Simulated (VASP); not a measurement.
The system is Ga2PdS3.

```
Ga Pd S
1.0
     3.48538    0.00000    0.00000
     0.00000    3.48538    0.00000
     0.00000    0.00000    8.97910
Ga Pd S
2 1 3
Direct
  0.00000 0.50000 0.67674
  0.50000 0.00000 0.32326
  0.00000 0.00000 0.00000
  0.00000 0.50000 0.36408
  0.50000 0.00000 0.63592
  0.50000 0.50000 0.00000
```

The cell was built from a structure type or drawn by symmetry, and may not be a known phase.

| Item | Value |
| --- | --- |
| Program | VASP 6.6.1 |
| Task | relaxation of cell and atoms |
| Functional | PBE |
| Potentials or basis | VASP PAW PBE potentials, release 64 (Ga_d, Pd, S) |
| Cutoff | 600 eV |
| k mesh | 6 × 6 × 2 |
| Occupations | gaussian, width 0.1 eV |
| Spin | no spin polarisation |

At the start: pressure -0.5 GPa; volume 18.18 Å³/atom.

**Question.** Where does the relaxation end?

**Answer.** Over 31 steps the energy falls by 27.6 meV/atom and the volume is 18.75 Å³/atom (+3.2 %); space group P-4m2 (No. 115, to 0.1 Å) before and after.

The path:
| step | energy change (eV) | largest force (eV/Å) | pressure (GPa) | volume (Å³) |
| --- | --- | --- | --- | --- |
| 1 | 0.0000 | 0.1968 | -0.50 | 109.08 |
| 2 | -0.0051 | 0.2198 | 0.16 | 108.18 |
| 3 | -0.0071 | 0.2362 | 0.56 | 107.53 |
| 4 | -0.0106 | 0.2349 | 0.52 | 107.46 |
| 5 | -0.0208 | 0.2323 | 0.34 | 107.26 |
| 6 | -0.0388 | 0.2152 | -0.09 | 106.85 |
| 7 | -0.0569 | 0.1122 | -0.64 | 106.03 |
| 8 | -0.0606 | 0.1006 | -0.42 | 105.73 |
| 9 | -0.0664 | 0.1211 | -0.03 | 105.07 |
| 10 | -0.0652 | 0.1892 | 0.92 | 103.75 |
| 11 | -0.0681 | 0.1495 | 0.29 | 104.54 |
| 12 | -0.0750 | 0.1457 | 0.44 | 104.56 |
| 13 | -0.0922 | 0.1377 | 0.93 | 104.59 |
| 14 | -0.1084 | 0.1355 | 2.04 | 104.63 |
| 15 | -0.1168 | 0.1410 | 1.64 | 105.27 |
| 16 | -0.1335 | 0.1697 | 0.57 | 107.15 |
| 17 | -0.1360 | 0.2578 | -1.09 | 110.94 |
| 18 | -0.1398 | 0.2133 | -0.36 | 109.22 |
| 19 | -0.1421 | 0.1956 | -0.33 | 109.30 |
| 20 | -0.1478 | 0.1465 | -0.11 | 109.55 |
| 21 | -0.1542 | 0.0855 | 0.31 | 110.03 |
| 22 | -0.1520 | 0.1053 | 1.32 | 110.97 |
| 23 | -0.1555 | 0.0993 | 0.65 | 110.40 |
| 24 | -0.1583 | 0.0905 | 0.39 | 110.86 |
| 25 | -0.1613 | 0.0758 | -0.01 | 111.62 |
| 26 | -0.1618 | 0.0477 | -0.74 | 113.16 |
| 27 | -0.1624 | 0.0602 | -0.38 | 112.47 |
| 28 | -0.1634 | 0.0566 | -0.28 | 112.44 |
| 29 | -0.1651 | 0.0475 | 0.00 | 112.35 |
| 30 | -0.1654 | 0.0426 | 0.14 | 112.30 |
| 31 | -0.1657 | 0.0332 | 0.02 | 112.52 |

Final structure:
```yaml
crystal:
  lattice:
    - [3.42246, 0.00000, 0.00000]
    - [0.00000, 3.42246, 0.00000]
    - [0.00000, 0.00000, 9.60601]
  atoms:
    - { symbol: Ga, position: [0.00000, 0.50000, 0.72867] }
    - { symbol: Ga, position: [0.50000, 0.00000, 0.27133] }
    - { symbol: Pd, position: [0.00000, 0.00000, 0.00000] }
    - { symbol: S, position: [0.00000, 0.50000, 0.33992] }
    - { symbol: S, position: [0.50000, 0.00000, 0.66008] }
    - { symbol: S, position: [0.50000, 0.50000, 0.00000] }
```
